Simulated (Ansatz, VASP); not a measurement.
## ZnGeP2: VASP beside Ansatz

File INCAR:

```
ALGO = Normal ; EDIFF = 1E-6
ENCUT = 500 ; GGA = PE
GGA_COMPAT = False ; ISIF = 2
ISMEAR = 0 ; LASPH = True
LCHARG = True ; LELF = True
LREAL = False ; LVHAR = True
LWAVE = False ; NBANDS = 46
NELM = 120 ; PREC = Accurate
SIGMA = 0.01
```

File KPOINTS:

```
k-points
0
Gamma
  6 6 6
```

The input POSCAR:

```
ZnGeP2
1.0
   -2.7233306690      2.7233306690      5.3656199548
    2.7233306690     -2.7233306690      5.3656199548
    2.7233306690      2.7233306690     -5.3656199548
Zn Ge P
2 2 4
Direct
    0.0000000000      0.0000000000      0.0000000000
    0.7500000000      0.2500000000      0.5000000000
    0.5000000000      0.5000000000      0.0000000000
    0.2500000000      0.7500000000      0.5000000000
    0.3750000000      0.3792106962      0.5042106962
    0.6207893038      0.1250000000      0.9957893038
    0.8750000000      0.8707893038      0.4957893038
    0.1292106962      0.6250000000      0.0042106962
```

Input for Ansatz:

```yaml
crystal:
  lattice:
    - [-2.723330669, 2.723330669, 5.3656199548]
    - [2.723330669, -2.723330669, 5.3656199548]
    - [2.723330669, 2.723330669, -5.3656199548]
  atoms:
    - { symbol: Zn, position: [0.0, 0.0, 0.0] }
    - { symbol: Zn, position: [0.75, 0.25, 0.5] }
    - { symbol: Ge, position: [0.5, 0.5, 0.0] }
    - { symbol: Ge, position: [0.25, 0.75, 0.5] }
    - { symbol: P, position: [0.375, 0.3792106962, 0.5042106962] }
    - { symbol: P, position: [0.6207893038, 0.125, 0.9957893038] }
    - { symbol: P, position: [0.875, 0.8707893038, 0.4957893038] }
    - { symbol: P, position: [0.1292106962, 0.625, 0.0042106962] }
kpoints:
  mp_grid: { grid: [6, 6, 6] }
  band_path:
    path:
      - [0.0, 0.0, 0.0]
      - [0.0, 0.0, 0.5]
      - [0.25, 0.25, 0.25]
      - [0.0, 0.5, 0.0]
      - [0.5, 0.5, -0.5]
      - [0.3144022359, 0.6855977641, -0.3144022359]
      - [-0.3144022359, 0.3144022359, 0.3144022359]
      - [-0.1288044719, 0.1288044719, 0.5]
      - [0.5, 0.5, -0.1288044719]
      - [0.432292, -0.4375, 0.4375]
    npoints: 1
hamiltonian:
  xc: pbe
scf:
  occupations: { method: fixed }
  n_extra_bands: 6
output:
  forces: true
  stress: true
  eigenvalues: true
```

Alike in both runs: task single point; functional PBE; k mesh 6 × 6 × 6; no spin polarisation.

|  | VASP | Ansatz |
| --- | --- | --- |
| version | VASP 6.6.1 | Ansatz 0.2.0 |
| potentials or method | VASP PAW PBE potentials, release 64 (Zn, Ge_d, P) | plane waves, PAW |
| plane-wave cutoff (eV) | 500 | 420 |
| occupations | gaussian, width 0.01 eV | fixed |
| valence electrons in the cell | 72 | 72 |

|  | VASP | Ansatz | Ansatz less VASP |
| --- | --- | --- | --- |
| gap on the k mesh at the Fermi level (eV) | 1.25 | 1.24 | -0.007 |
| pressure (GPa) | 2.4 | 2.4 | +0.03 |
| rms of the force components (eV/Å) | 0.028 | 0.041 | +0.0129 |

Atom by atom the forces differ by 0.013 eV/Å (rms over components).
